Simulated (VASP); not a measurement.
# BeS (F-43m) in VASP: further runs

Runs on BeS. Level: PBE. Tasks: electric field gradients.

Program: VASP 6.6.1. These are calculated values, not measurements. Logs are shortened: lines on timing, memory, paths and dates and some standing lists are left out, and cuts for length are marked.

**1. The cell of the first run**

It takes space group F-43m (No. 216, cubic). The conventional cell has a = 4.594 Å, b = 4.594 Å, c = 4.594 Å, α = 90.00°, β = 90.00°, γ = 90.00°. Be (site symmetry -43m) has 4 S at 1.99 Å within 2.6 Å. Within 2.6 Å of S (site symmetry -43m) lie 4 Be at 1.99 Å.

**2. Electric field gradients, PBE (volume scaled by 0.85)**

INCAR reads:

```
ALGO = Normal
EDIFF = 1E-8
ENCUT = 520
GGA = PE
ISIF = 2
ISMEAR = -1
LASPH = True
LCHARG = False
LEFG = True
LREAL = False
LWAVE = False
NBANDS = 11
NELM = 80
PREC = Accurate
SIGMA = 0.03
```

KPOINTS reads:

```
k-points
0
Gamma
  10 10 10
```

POSCAR reads:

```
BeS
1.0
    0.0000000000      2.2971254752      2.2971254752
    2.2971254752      0.0000000000      2.2971254752
    2.2971254752      2.2971254752      0.0000000000
Be S
1 1
Direct
    0.0000000000      0.0000000000      0.0000000000
    0.2500000000      0.2500000000      0.2500000000
```

Potentials or basis: VASP PAW PBE potentials, release 64 (Be, S).

Command:

```console
$ cat potpaw_PBE.64/Be/POTCAR potpaw_PBE.64/S/POTCAR > POTCAR
$ mpirun -np 1 vasp_std > vasp.out
```

OUTCAR:

```text
EDIFF = 1E-8
   ENCUT = 520
   GGA = PE
   ISIF = 2
   ISMEAR = -1
   LASPH = True
   LREAL = False
   NELM = 80
   PREC = Accurate

 ion  position               nearest neighbor table
   1  0.000  0.000  0.000-   2 1.99   2 1.99   2 1.99   2 1.99
   2  0.250  0.250  0.250-   1 1.99   1 1.99   1 1.99   1 1.99

  LATTYP: Found a face centered cubic cell.
 ALAT       =     4.5942509504

  Lattice vectors:

 A1 = (   0.0000000000,   2.2971254752,   2.2971254752)
 A2 = (   2.2971254752,   0.0000000000,   2.2971254752)
 A3 = (   2.2971254752,   2.2971254752,   0.0000000000)

Analysis of symmetry for initial positions (statically):
=====================================================================
 Subroutine PRICEL returns:
 Original cell was already a primitive cell.

 Routine SETGRP: Setting up the symmetry group for a
 face centered cubic supercell.

 Subroutine GETGRP returns: Found 24 space group operations
 (whereof 24 operations were pure point group operations)
 out of a pool of 48 trial point group operations.

The static configuration has the point symmetry T_d .

Analysis of symmetry for dynamics (positions and initial velocities):
=====================================================================
 Subroutine PRICEL returns:
 Original cell was already a primitive cell.

 Routine SETGRP: Setting up the symmetry group for a
 face centered cubic supercell.

 Subroutine GETGRP returns: Found 24 space group operations
 (whereof 24 operations were pure point group operations)
 out of a pool of 48 trial point group operations.

The dynamic configuration has the point symmetry T_d .

 Subroutine INISYM returns: Found 24 space group operations
 (whereof 24 operations are pure point group operations),
 and found     1 'primitive' translations

----------------------------------------------------------------------------------------

                                     Primitive cell

  volume of cell :      24.2429

  direct lattice vectors                    reciprocal lattice vectors
     0.000000000  2.297125475  2.297125475    -0.217663339  0.217663339  0.217663339
     2.297125475  0.000000000  2.297125475     0.217663339 -0.217663339  0.217663339
     2.297125475  2.297125475  0.000000000     0.217663339  0.217663339 -0.217663339

  length of vectors
     3.248626002  3.248626002  3.248626002     0.377003961  0.377003961  0.377003961

  position of ions in fractional coordinates (direct lattice)
     0.000000000  0.000000000  0.000000000
     0.250000000  0.250000000  0.250000000

  ion indices of the primitive-cell ions
   primitive index   ion index
                 1           1
                 2           2

----------------------------------------------------------------------------------------

 KPOINTS: k-points

Automatic generation of k-mesh.
 Grid dimensions read from file:
 generate k-points for:   10   10   10

 Generating k-lattice:

  Cartesian coordinates                     Fractional coordinates (reciprocal lattice)
    -0.021766334  0.021766334  0.021766334     0.100000000  0.000000000  0.000000000
     0.021766334 -0.021766334  0.021766334     0.000000000  0.100000000  0.000000000
     0.021766334  0.021766334 -0.021766334     0.000000000  0.000000000  0.100000000

  Length of vectors
     0.037700396  0.037700396  0.037700396

  Shift w.r.t. Gamma in fractional coordinates (k-lattice)
     0.000000000  0.000000000  0.000000000

 Subroutine IBZKPT returns following result:
 ===========================================

 Found     47 irreducible k-points:

 Following reciprocal coordinates:
            Coordinates               Weight
  0.000000  0.000000  0.000000      1.000000
  0.100000  0.000000  0.000000      8.000000
  0.200000  0.000000  0.000000      8.000000
  0.300000  0.000000  0.000000      8.000000
  0.400000  0.000000  0.000000      8.000000
  0.500000  0.000000  0.000000      4.000000
[... 16 lines left out ...]
  0.300000  0.300000  0.000000      6.000000
  0.400000  0.300000  0.000000     24.000000
 [... further k-points ...]
   k-points           NKPTS =     47   k-points in BZ     NKDIM =     47   number of bands    NBANDS=     11
   number of dos      NEDOS =    301   number of ions     NIONS =      2
   total plane-waves  NPLWV =  13824
   dimension x,y,z NGX =    24 NGY =   24 NGZ =   24
   dimension x,y,z NGXF=    48 NGYF=   48 NGZF=   48
   ions per type =               1   1
   NGX,Y,Z   is equivalent  to a cutoff of  12.28, 12.28, 12.28 a.u.
   NGXF,Y,Z  is equivalent  to a cutoff of  24.56, 24.56, 24.56 a.u.
 SYSTEM =  unknown system
   PREC   = accura    normal or accurate (medium, high low for compatibility)
   ISTART =      0    job   : 0-new  1-cont  2-samecut
   ICHARG =      2    charge: 1-file 2-atom 10-const
   ISPIN  =      1    spin polarized calculation?
   LNONCOLLINEAR =      F non collinear calculations
   LSORBIT =      F    spin-orbit coupling
   LASPH  =      T    aspherical Exc in radial PAW
   ENCUT  =  520.0 eV  38.22 Ry    6.18 a.u.   6.04  6.04  6.04*2*pi/ulx,y,z
   NELM   =     80;   NELMIN=  2; NELMDL= -5     # of ELM steps
   EDIFF  = 0.1E-07   stopping-criterion for ELM
   LREAL  =      F    real-space projection
   EDIFFG = 0.1E-06   stopping-criterion for IOM
   NSW    =      0    number of steps for IOM
   IBRION =     -1    ionic relax: 0-MD 1-quasi-New 2-CG
   NFREE  =      0    steps in history (QN), initial steepest desc. (CG)
   ISIF   =      2    stress and relaxation
   ISYM   =      2    0-nonsym 1-usesym 2-fastsym
   POTIM  = 0.5000    time-step for ionic-motion
   TEBEG  =    0.0;   TEEND  =   0.0 temperature during run
   PSTRESS=    0.0 pullay stress
   NELECT =       8.0000    total number of electrons
   NUPDOWN=      -1.0000    fix difference up-down
   EMIN   =  10.00;   EMAX   =-10.00  energy-range for DOS
   EFERMI =   0.00;   METHOD = LEGACY
   ISMEAR =    -1;   SIGMA  =   0.03  broadening in eV -4-tet -1-fermi 0-gaus
   EFERMI_NEDOS =   21; number of points for ismear=-14 and -15
   IALGO  =     38    algorithm
   IMIX   =      4    mixing-type and parameters
     AMIX     =   0.40;   BMIX     =  1.00
     AMIX_MAG =   1.60;   BMIX_MAG =  1.00
  volume/ion in A,a.u.               =      12.12        81.80
  Fermi-wavevector in a.u.,A,eV,Ry     =   1.131297  2.137842 17.413195  1.279834
  Thomas-Fermi vector in A             =   2.267996
   LORBIT       =      0    0 simple, 1 ext, 2 COOP (PROOUT), +10 PAW based schemes
   GGA     = PE    functional components
   LHFCALC =     F    Hartree Fock is set to
   AEXX    =    0.0000 exact exchange contribution
   IVDW    =     0    specifies the selected vdW correction
   LEPSILON=     F    determine dielectric tensor
   LRPA    =     F    only Hartree local field effects (RPA)
 non-spin polarized calculation
  energy-cutoff  :      520.00
  volume of cell :       24.24
 maximum number of plane-waves:       666
   NGX = 13   NGY = 13   NGZ = 13

 number of electron       8.0000000 magnetization

 Free energy of the ion-electron system (eV)
  ---------------------------------------------------
  ext. energy  EPLUGINS =         0.00000000
  ---------------------------------------------------
  free energy    TOTEN  =        -9.71411181 eV

  energy without entropy =       -9.71411181  energy(sigma->0) =       -9.71411181

 E-fermi :   6.5491     XC(G=0): -10.4193

 val. band max:        6.0076926064   @ k =   0.0000   0.0000   0.0000
 cond. band min:       8.6893708014   @ k =   0.5000   0.5000   0.0000
 fundamental gap:      2.6816781950
 Fermi energy:         6.5491028172

 k-point     1 :       0.0000    0.0000    0.0000
  band No.  band energies     occupation
      1      -8.8946      2.00000
      2       6.0077      2.00000
      3       6.0077      2.00000
      4       6.0077      2.00000
      5      11.5462      0.00000
      6      11.5462      0.00000
      7      11.5462      0.00000
      8      13.3595      0.00000
      9      19.1201      0.00000
     10      19.1201      0.00000
     11      22.1498      0.00000

 k-point     2 :       0.1000    0.0000    0.0000
  band No.  band energies     occupation
      1      -8.7546      2.00000
      2       5.0359      2.00000
      3       5.8330      2.00000
      4       5.8330      2.00000
      5      11.7753      0.00000
      6      11.8450      0.00000
      7      11.8450      0.00000
      8      14.1233      0.00000
      9      18.5394      0.00000
     10      18.5394      0.00000
     11      21.7123      0.00000

 k-point     3 :       0.2000    0.0000    0.0000
  band No.  band energies     occupation
      1      -8.3504      2.00000
      2       3.1110      2.00000
      3       5.4493      2.00000
      4       5.4493      2.00000
      5      11.9590      0.00000
      6      12.4187      0.00000
      7      12.4187      0.00000
      8      15.7987      0.00000
      9      17.9927      0.00000
     10      17.9927      0.00000
     11      21.2057      0.00000

 k-point     4 :       0.3000    0.0000    0.0000
  band No.  band energies     occupation
      1      -7.7441      2.00000
      2       1.1756      2.00000
      3       5.0705      2.00000
      4       5.0705      2.00000
      5      12.0348      0.00000
      6      12.6621      0.00000
      7      12.6621      0.00000
      8      17.1855      0.00000
      9      18.5702      0.00000
     10      18.5702      0.00000
     11      21.3003      0.00000
[... 239 lines left out ...]
 k-point    22 :      -0.2000    0.2000    0.0000
  band No.  band energies     occupation
      1      -7.5394      2.00000
      2       1.6193      2.00000
      3       3.1081      2.00000
      4       5.1471      2.00000
      5      12.4505      0.00000
      6      13.2074      0.00000
      7      13.8670      0.00000
      8      15.7313      0.00000
      9      16.6537      0.00000
     10      21.7335      0.00000
     11      22.6731      0.00000

 k-point    23 :       0.3000    0.3000    0.0000
  band No.  band energies     occupation
      1      -7.3609      2.00000
      2       2.1232      2.00000
      3       3.5462      2.00000
      4       3.5462      2.00000
      5       9.8570      0.00000
      6      11.8489      0.00000
      7      16.3690      0.00000
      8      16.3690      0.00000
      9      20.1131      0.00000
     10      21.1709      0.00000
     11      25.1208      0.00000

 k-point    24 :       0.4000    0.3000    0.0000
  band No.  band energies     occupation
      1      -6.8621      2.00000
      2       1.1911      2.00000
      3       2.9732      2.00000
      4       3.2835      2.00000
      5       9.8236      0.00000
      6      11.7243      0.00000
      7      17.0010      0.00000
      8      17.0577      0.00000
      9      21.7495      0.00000
     10      22.0410      0.00000
     11      24.4256      0.00000

 [... further k-points ...]
[... 5 lines left out ...]
  --------------------------------------------------------------------------------------
  -------------------------------------------------------------------------------------
  Total        3.5079175      3.5079175      3.5079175      0.0000000      0.0000000     -0.0000000
  in kB      231.8332931    231.8332931    231.8332931      0.0000000      0.0000000     -0.0000000
  external PRESSURE =     231.8332931 kB  Pullay stress =       0.0000000 kB

 VOLUME and BASIS-vectors are now :
 -----------------------------------------------------------------------------
  energy-cutoff  :      520.00
  volume of cell :       24.24
      direct lattice vectors                 reciprocal lattice vectors
     0.000000000  2.297125475  2.297125475    -0.217663339  0.217663339  0.217663339
     2.297125475  0.000000000  2.297125475     0.217663339 -0.217663339  0.217663339
     2.297125475  2.297125475  0.000000000     0.217663339  0.217663339 -0.217663339

 POSITION                                       TOTAL-FORCE (eV/Angst)
 -----------------------------------------------------------------------------------
      0.00000      0.00000      0.00000        -0.000000     -0.000000     -0.000000
      1.14856      1.14856      1.14856         0.000000      0.000000      0.000000
 -----------------------------------------------------------------------------------
    total drift:                                0.000000      0.000000      0.000000

  FREE ENERGIE OF THE ION-ELECTRON SYSTEM (eV)
  ---------------------------------------------------
  free  energy   TOTEN  =        -9.7141118072 eV

  energy  without entropy=       -9.7141118071  energy(sigma->0) =       -9.71411181

 Electric field gradients (V/A^2)
---------------------------------------------------------------------
 ion       V_xx      V_yy      V_zz      V_xy      V_xz      V_yz
---------------------------------------------------------------------
   1      -0.000     0.000    -0.000     0.000     0.000     0.000
   2      -0.000    -0.000     0.000    -0.000    -0.000    -0.000
---------------------------------------------------------------------

 Electric field gradients after diagonalization (V/A^2)
 (convention: |V_zz| > |V_xx| > |V_yy|)
----------------------------------------------------------------------
 ion       V_xx      V_yy      V_zz     asymmetry (V_yy - V_xx)/ V_zz
----------------------------------------------------------------------
   1      -0.000    -0.000     0.000       0.000
   2       0.000     0.000    -0.000       0.000
----------------------------------------------------------------------

           NMR quadrupolar parameters

 Cq : quadrupolar parameter    Cq=e*Q*V_zz/h
 eta: asymmetry parameters     (V_yy - V_xx)/ V_zz
 Q  : nuclear electric quadrupole moment in mb (millibarn)
----------------------------------------------------------------------
 ion       Cq(MHz)       eta       Q (mb)
----------------------------------------------------------------------
   1       0.000       0.000       1.000
   2      -0.000       0.000       1.000
----------------------------------------------------------------------
```

It took 4.5 s on 1 thread of Intel Xeon 6975P-C (Granite Rapids), shared host; peak memory 0.13 GiB.

Results:

```
Free energy            : -9.7141 eV
Pressure               : 23.2 GPa
Band gap on the k mesh : 2.68 eV, indirect (least direct gap 5.54 eV)
```

Levels at points of the mesh, in eV from the valence-band top:
```csv
k point,band 1,band 2,band 3,band 4,band 5,band 6,band 7,band 8
"(0.00, 0.00, 0.00)",-14.90,0.00,0.00,0.00,5.54,5.54,5.54,7.35
"(0.50, 0.00, 0.00)",-12.80,-6.93,-1.28,-1.28,6.06,6.46,6.46,11.91
"(0.50, 0.50, 0.00)",-12.09,-5.92,-3.26,-3.26,2.68,4.70,14.10,14.10
```

Caveat: without QUAD_EFG the Cq values of the log hold for a quadrupole moment of 1 mb, not for the nuclei.

[end of part 1 of 2]
